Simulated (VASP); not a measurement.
# Nb (Fm-3m) in VASP: a series of runs

Aim: see how the results for Nb move with the level of theory and the settings. Levels: b88 exchange, pbe correlation. Tasks: single point.

All numbers are computed with VASP 6.6.1; they aren't measurements. Logs are shortened: lines on timing, memory, paths and dates and some standing lists are left out, and cuts for length are marked.

**1. The cell of the first run**

The structure is cubic, space group Fm-3m (No. 225). Conventional cell: a = 4.230 Å, b = 4.230 Å, c = 4.230 Å, α = 90.00°, β = 90.00°, γ = 90.00°. Within 3.9 Å of Nb (site symmetry m-3m) lie 12 Nb at 2.99 Å.

This isn't the form of Nb at room conditions, which is bcc.

**2. Single point, b88 exchange, pbe correlation**

INCAR reads:

```
SYSTEM = Nb
PREC = Accurate
ENCUT = 500
EDIFF = 1E-6
ISMEAR = -1
SIGMA = 0.1
LREAL = .False.
LASPH = .True.
NELM = 120
ALGO = Normal
ISIF = 2
LWAVE = .False.
LCHARG = .False.
GGA = LIBXC
LIBXC1 = GGA_X_B88
LIBXC2 = GGA_C_PBE
NBANDS = 12
GGA_COMPAT = .False.
```

KPOINTS reads:

```
Automatic mesh
0
Gamma
  9 9 9
  0 0 0
```

POSCAR reads:

```
Nb
1.0
    0.0000000000      2.1150000000      2.1150000000
    2.1150000000      0.0000000000      2.1150000000
    2.1150000000      2.1150000000      0.0000000000
Nb
1
Direct
    0.0000000000      0.0000000000      0.0000000000
```

Potentials or basis: VASP PAW PBE potentials, release 64 (Nb_sv).

On the command line:

```bash
> cat potpaw_PBE.64/Nb_sv/POTCAR > POTCAR
> mpirun -np 1 vasp_std > vasp.out
```

OUTCAR:

```text
SYSTEM = Nb
   PREC = Accurate
   ENCUT = 500
   EDIFF = 1E-6
   ISMEAR = -1
   LREAL = .False.
   LASPH = .True.
   NELM = 120
   ISIF = 2
   GGA = LIBXC

 ion  position               nearest neighbor table
   1  0.000  0.000  0.000-

  LATTYP: Found a face centered cubic cell.
 ALAT       =     4.2300000000

  Lattice vectors:

 A1 = (   0.0000000000,   2.1150000000,   2.1150000000)
 A2 = (   2.1150000000,   0.0000000000,   2.1150000000)
 A3 = (   2.1150000000,   2.1150000000,   0.0000000000)

Analysis of symmetry for initial positions (statically):
=====================================================================
 Subroutine PRICEL returns:
 Original cell was already a primitive cell.

 Routine SETGRP: Setting up the symmetry group for a
 face centered cubic supercell.

 Subroutine GETGRP returns: Found 48 space group operations
 (whereof 48 operations were pure point group operations)
 out of a pool of 48 trial point group operations.

The static configuration has the point symmetry O_h .

Analysis of symmetry for dynamics (positions and initial velocities):
=====================================================================
 Subroutine PRICEL returns:
 Original cell was already a primitive cell.

 Routine SETGRP: Setting up the symmetry group for a
 face centered cubic supercell.

 Subroutine GETGRP returns: Found 48 space group operations
 (whereof 48 operations were pure point group operations)
 out of a pool of 48 trial point group operations.

The dynamic configuration has the point symmetry O_h .

 Subroutine INISYM returns: Found 48 space group operations
 (whereof 48 operations are pure point group operations),
 and found     1 'primitive' translations

----------------------------------------------------------------------------------------

                                     Primitive cell

  volume of cell :      18.9217

  direct lattice vectors                    reciprocal lattice vectors
     0.000000000  2.115000000  2.115000000    -0.236406619  0.236406619  0.236406619
     2.115000000  0.000000000  2.115000000     0.236406619 -0.236406619  0.236406619
     2.115000000  2.115000000  0.000000000     0.236406619  0.236406619 -0.236406619

  length of vectors
     2.991061684  2.991061684  2.991061684     0.409468276  0.409468276  0.409468276

  position of ions in fractional coordinates (direct lattice)
     0.000000000  0.000000000  0.000000000

  ion indices of the primitive-cell ions
   primitive index   ion index
                 1           1

----------------------------------------------------------------------------------------

 KPOINTS: Automatic mesh

Automatic generation of k-mesh.
 Grid dimensions read from file:
 generate k-points for:    9    9    9

 Generating k-lattice:

  Cartesian coordinates                     Fractional coordinates (reciprocal lattice)
    -0.026267402  0.026267402  0.026267402     0.111111111  0.000000000  0.000000000
     0.026267402 -0.026267402  0.026267402     0.000000000  0.111111111  0.000000000
     0.026267402  0.026267402 -0.026267402     0.000000000  0.000000000  0.111111111

  Length of vectors
     0.045496475  0.045496475  0.045496475

  Shift w.r.t. Gamma in fractional coordinates (k-lattice)
     0.000000000  0.000000000  0.000000000

 Subroutine IBZKPT returns following result:
 ===========================================

 Found     35 irreducible k-points:

 Following reciprocal coordinates:
            Coordinates               Weight
  0.000000  0.000000  0.000000      1.000000
  0.111111  0.000000  0.000000      8.000000
  0.222222  0.000000  0.000000      8.000000
  0.333333  0.000000  0.000000      8.000000
  0.444444  0.000000  0.000000      8.000000
  0.111111  0.111111  0.000000      6.000000
[... 16 lines left out ...]
 -0.333333  0.333333  0.000000     12.000000
  0.444444  0.444444  0.000000      6.000000
 [... further k-points ...]
   k-points           NKPTS =     35   k-points in BZ     NKDIM =     35   number of bands    NBANDS=     12
   number of dos      NEDOS =    301   number of ions     NIONS =      1
   total plane-waves  NPLWV =  13824
   dimension x,y,z NGX =    24 NGY =   24 NGZ =   24
   dimension x,y,z NGXF=    48 NGYF=   48 NGZF=   48
   ions per type =               1
   NGX,Y,Z   is equivalent  to a cutoff of  13.34, 13.34, 13.34 a.u.
   NGXF,Y,Z  is equivalent  to a cutoff of  26.68, 26.68, 26.68 a.u.
 SYSTEM =  Nb
   PREC   = accura    normal or accurate (medium, high low for compatibility)
   ISTART =      0    job   : 0-new  1-cont  2-samecut
   ICHARG =      2    charge: 1-file 2-atom 10-const
   ISPIN  =      1    spin polarized calculation?
   LNONCOLLINEAR =      F non collinear calculations
   LSORBIT =      F    spin-orbit coupling
   LASPH  =      T    aspherical Exc in radial PAW
   ENCUT  =  500.0 eV  36.75 Ry    6.06 a.u.   5.45  5.45  5.45*2*pi/ulx,y,z
   NELM   =    120;   NELMIN=  2; NELMDL= -5     # of ELM steps
   EDIFF  = 0.1E-05   stopping-criterion for ELM
   LREAL  =      F    real-space projection
   EDIFFG = 0.1E-04   stopping-criterion for IOM
   NSW    =      0    number of steps for IOM
   IBRION =     -1    ionic relax: 0-MD 1-quasi-New 2-CG
   NFREE  =      0    steps in history (QN), initial steepest desc. (CG)
   ISIF   =      2    stress and relaxation
   ISYM   =      2    0-nonsym 1-usesym 2-fastsym
   POTIM  = 0.5000    time-step for ionic-motion
   TEBEG  =    0.0;   TEEND  =   0.0 temperature during run
   PSTRESS=    0.0 pullay stress
   NELECT =      13.0000    total number of electrons
   NUPDOWN=      -1.0000    fix difference up-down
   EMIN   =  10.00;   EMAX   =-10.00  energy-range for DOS
   EFERMI =   0.00;   METHOD = LEGACY
   ISMEAR =    -1;   SIGMA  =   0.10  broadening in eV -4-tet -1-fermi 0-gaus
   EFERMI_NEDOS =   21; number of points for ismear=-14 and -15
   IALGO  =     38    algorithm
   IMIX   =      4    mixing-type and parameters
     AMIX     =   0.40;   BMIX     =  1.00
     AMIX_MAG =   1.60;   BMIX_MAG =  1.00
  volume/ion in A,a.u.               =      18.92       127.69
  Fermi-wavevector in a.u.,A,eV,Ry     =   1.444560  2.729823 28.392005  2.086754
  Thomas-Fermi vector in A             =   2.562841
   LORBIT       =      0    0 simple, 1 ext, 2 COOP (PROOUT), +10 PAW based schemes
   GGA     = LIBXC    functional components
   LHFCALC =     F    Hartree Fock is set to
   AEXX    =    0.0000 exact exchange contribution
   IVDW    =     0    specifies the selected vdW correction
   LEPSILON=     F    determine dielectric tensor
   LRPA    =     F    only Hartree local field effects (RPA)
 non-spin polarized calculation
  energy-cutoff  :      500.00
  volume of cell :       18.92
 maximum number of plane-waves:       531
 NGX is ok and might be reduce to    24
   NGX = 11   NGY = 11   NGZ = 11

 number of electron      13.0000001 magnetization

 Free energy of the ion-electron system (eV)
  ---------------------------------------------------
  ext. energy  EPLUGINS =         0.00000000
  ---------------------------------------------------
  free energy    TOTEN  =        -9.80618819 eV

  energy without entropy =       -9.75188198  energy(sigma->0) =       -9.77903509

 E-fermi :  10.8006     XC(G=0): -12.2687

 val. band max:       10.7878614512   @ k =   0.4444   0.3333   0.1111
 cond. band min:      10.8478875280   @ k =   0.3333   0.1111   0.0000
 fundamental gap:      0.0600260767
 Fermi energy:        10.8005510461

 k-point     1 :       0.0000    0.0000    0.0000
  band No.  band energies     occupation
      1     -44.0155      2.00000
      2     -19.4163      2.00000
      3     -19.4163      2.00000
      4     -19.4163      2.00000
      5       4.6313      2.00000
      6      10.9060      0.51681
      7      10.9060      0.51681
      8      10.9060      0.51681
      9      13.4639      0.00000
     10      13.4639      0.00000
     11      22.6517      0.00000
     12      27.3964      0.00000

 k-point     2 :       0.1111    0.0000    0.0000
  band No.  band energies     occupation
      1     -43.9940      2.00000
      2     -19.5594      2.00000
      3     -19.4341      2.00000
      4     -19.4341      2.00000
      5       5.0755      2.00000
      6      10.5876      1.78753
      7      11.0976      0.09754
      8      11.0976      0.09754
      9      13.3101      0.00000
     10      13.3101      0.00000
     11      23.5057      0.00000
     12      25.8815      0.00000

 k-point     3 :       0.2222    0.0000    0.0000
  band No.  band energies     occupation
      1     -43.9393      2.00000
      2     -19.9114      2.00000
      3     -19.4789      2.00000
      4     -19.4789      2.00000
      5       6.1485      2.00000
      6      10.1337      1.99746
      7      11.3033      0.01303
      8      11.3033      0.01303
      9      13.3735      0.00000
     10      13.3735      0.00000
     11      23.5242      0.00000
     12      25.6340      0.00000
[... 286 lines left out ...]
 k-point    23 :      -0.3333    0.3333    0.0000
  band No.  band energies     occupation
      1     -43.7830      2.00000
      2     -20.1971      2.00000
      3     -20.1870      2.00000
      4     -19.6846      2.00000
      5       8.2976      2.00000
      6       9.1089      2.00000
      7      10.5513      1.84717
      8      12.8571      0.00000
      9      14.5096      0.00000
     10      18.3028      0.00000
     11      21.9136      0.00000
     12      23.0013      0.00000

 k-point    24 :       0.4444    0.4444    0.0000
  band No.  band energies     occupation
      1     -43.7757      2.00000
      2     -20.4646      2.00000
      3     -19.8148      2.00000
      4     -19.8148      2.00000
      5       6.8997      2.00000
      6       7.6059      2.00000
      7      13.9509      0.00000
      8      15.3098      0.00000
      9      15.6137      0.00000
     10      15.6137      0.00000
     11      22.4995      0.00000
     12      22.4995      0.00000

 [... further k-points ...]

------------------------ aborting loop because EDIFF is reached ----------------------------------------

  FORCE on cell =-STRESS in cart. coord.  units (eV):
  Direction    XX          YY          ZZ          XY          YZ          ZX
  --------------------------------------------------------------------------------------
  -------------------------------------------------------------------------------------
  Total       -0.1453259     -0.1453259     -0.1453259      0.0000000      0.0000000     -0.0000000
  in kB      -12.3053078    -12.3053078    -12.3053078      0.0000000      0.0000000     -0.0000000
  external PRESSURE =     -12.3053078 kB  Pullay stress =       0.0000000 kB

 VOLUME and BASIS-vectors are now :
 -----------------------------------------------------------------------------
  energy-cutoff  :      500.00
  volume of cell :       18.92
      direct lattice vectors                 reciprocal lattice vectors
     0.000000000  2.115000000  2.115000000    -0.236406619  0.236406619  0.236406619
     2.115000000  0.000000000  2.115000000     0.236406619 -0.236406619  0.236406619
     2.115000000  2.115000000  0.000000000     0.236406619  0.236406619 -0.236406619

 POSITION                                       TOTAL-FORCE (eV/Angst)
 -----------------------------------------------------------------------------------
      0.00000      0.00000      0.00000         0.000000      0.000000      0.000000
 -----------------------------------------------------------------------------------
    total drift:                               -0.000000      0.000000     -0.000000

  FREE ENERGIE OF THE ION-ELECTRON SYSTEM (eV)
  ---------------------------------------------------
  free  energy   TOTEN  =        -9.8061881895 eV

  energy  without entropy=       -9.7518819816  energy(sigma->0) =       -9.77903509
```

Run time: 5.9 s. Hardware: 1 thread of Intel Xeon Platinum 8488C (Sapphire Rapids), shared host; peak memory 0.14 GiB.

Results:

* Free energy: -9.8062 eV
* Pressure: -1.2 GPa
* Band gap on the k mesh: zero (an odd number of electrons rules out a gap without spin polarisation)

Caveat: the PAW data sets were made with another functional, which shifts forces and pressure a little.

**3. Single point, b88 exchange, pbe correlation**

INCAR reads:

```
PREC = Accurate
ENCUT = 500
EDIFF = 1E-6
ISMEAR = -1
SIGMA = 0.1
LREAL = False
LASPH = True
NELM = 120
ALGO = Normal
ISIF = 2
LWAVE = False
LCHARG = True
GGA = LIBXC
LIBXC1 = GGA_X_B88
LIBXC2 = GGA_C_PBE
LELF = True
LVHAR = True
NBANDS = 12
GGA_COMPAT = False
```

KPOINTS reads:

```
regular mesh
0
Gamma
  9 9 9
```

POSCAR is that of step 2.

Potentials or basis: VASP PAW PBE potentials, release 64 (Nb_sv).

On the command line:

```bash
> cat potpaw_PBE.64/Nb_sv/POTCAR > POTCAR
> mpirun -np 1 vasp_std > vasp.out
```

OUTCAR:

```text
PREC = Accurate
   ENCUT = 500
   EDIFF = 1E-6
   ISMEAR = -1
   LREAL = False
   LASPH = True
   NELM = 120
   ISIF = 2
   GGA = LIBXC

 ion  position               nearest neighbor table
   1  0.000  0.000  0.000-

  LATTYP: Found a face centered cubic cell.
 ALAT       =     4.2300000000

  Lattice vectors:

 A1 = (   0.0000000000,   2.1150000000,   2.1150000000)
 A2 = (   2.1150000000,   0.0000000000,   2.1150000000)
[... 536 lines left out ...]
      9      15.6137      0.00000
     10      15.6137      0.00000
     11      22.4995      0.00000
     12      22.4995      0.00000

 [... further k-points ...]

------------------------ aborting loop because EDIFF is reached ----------------------------------------

  FORCE on cell =-STRESS in cart. coord.  units (eV):
  Direction    XX          YY          ZZ          XY          YZ          ZX
  --------------------------------------------------------------------------------------
  -------------------------------------------------------------------------------------
  Total       -0.1453259     -0.1453259     -0.1453259      0.0000000      0.0000000     -0.0000000
  in kB      -12.3053078    -12.3053078    -12.3053078      0.0000000      0.0000000     -0.0000000
  external PRESSURE =     -12.3053078 kB  Pullay stress =       0.0000000 kB

 VOLUME and BASIS-vectors are now :
 -----------------------------------------------------------------------------
  energy-cutoff  :      500.00
  volume of cell :       18.92
      direct lattice vectors                 reciprocal lattice vectors
     0.000000000  2.115000000  2.115000000    -0.236406619  0.236406619  0.236406619
     2.115000000  0.000000000  2.115000000     0.236406619 -0.236406619  0.236406619
     2.115000000  2.115000000  0.000000000     0.236406619  0.236406619 -0.236406619

 POSITION                                       TOTAL-FORCE (eV/Angst)
 -----------------------------------------------------------------------------------
      0.00000      0.00000      0.00000         0.000000      0.000000      0.000000
 -----------------------------------------------------------------------------------
    total drift:                               -0.000000      0.000000     -0.000000

  FREE ENERGIE OF THE ION-ELECTRON SYSTEM (eV)
  ---------------------------------------------------
  free  energy   TOTEN  =        -9.8061881895 eV

  energy  without entropy=       -9.7518819816  energy(sigma->0) =       -9.77903509
```

OSZICAR:

```text
N       E                     dE             d eps       ncg     rms          rms(c)
DAV:   1     0.112996026057E+03    0.11300E+03   -0.70862E+03   848   0.104E+03
DAV:   2    -0.595479118486E+01   -0.11895E+03   -0.11471E+03   892   0.374E+02
DAV:   3    -0.100294312020E+02   -0.40746E+01   -0.39364E+01  1240   0.625E+01
DAV:   4    -0.102613151816E+02   -0.23188E+00   -0.22920E+00  1152   0.134E+01
DAV:   5    -0.102710696644E+02   -0.97545E-02   -0.97491E-02  1276   0.244E+00    0.649E+00
DAV:   6    -0.985296595410E+01    0.41810E+00   -0.64350E-01  1312   0.991E+00    0.233E+00
DAV:   7    -0.980205917393E+01    0.50907E-01   -0.19712E-01  1368   0.540E+00    0.100E+00
DAV:   8    -0.980615408771E+01   -0.40949E-02   -0.12756E-02   984   0.147E+00    0.527E-02
DAV:   9    -0.980617723020E+01   -0.23142E-04   -0.85874E-04  1424   0.331E-01    0.353E-02
DAV:  10    -0.980619256481E+01   -0.15335E-04   -0.16931E-05  1020   0.557E-02    0.126E-02
DAV:  11    -0.980618823407E+01    0.43307E-05   -0.65496E-06  1108   0.412E-02    0.190E-03
DAV:  12    -0.980618818954E+01    0.44530E-07   -0.29843E-07   628   0.626E-03
   1 F= -.98061882E+01 E0= -.97790351E+01  d E =-.543062E-01
```

stdout:

```text
POSCAR found type information on POSCAR Nb
 POSCAR found :  1 types and       1 ions
 scaLAPACK will be used
 -----------------------------------------------------------------------------
|                                                                             |
|                                                                             |
|     You enforced a specific xc type in the INCAR file but a different       |
|     I HOPE YOU KNOW WHAT YOU ARE DOING!                                     |
|                                                                             |
 -----------------------------------------------------------------------------

 LDA part: xc-table for (None,None), standard interpolation
 POSCAR, INCAR and KPOINTS ok, starting setup
 FFT: planning ... GRIDC
 FFT: planning ... GRID_SOFT
 FFT: planning ... GRID
 WAVECAR not read
 entering main loop
```

Run time: 5.6 s. Hardware: 1 thread of Intel Xeon Platinum 8488C (Sapphire Rapids), shared host; peak memory 0.13 GiB.

What came out:

| Quantity | Value |
| --- | --- |
| Free energy | -9.8062 eV |
| Pressure | -1.2 GPa |
| Band gap on the k mesh | zero (an odd number of electrons rules out a gap without spin polarisation) |

Caveat: the PAW data sets were made with another functional, which shifts forces and pressure a little.
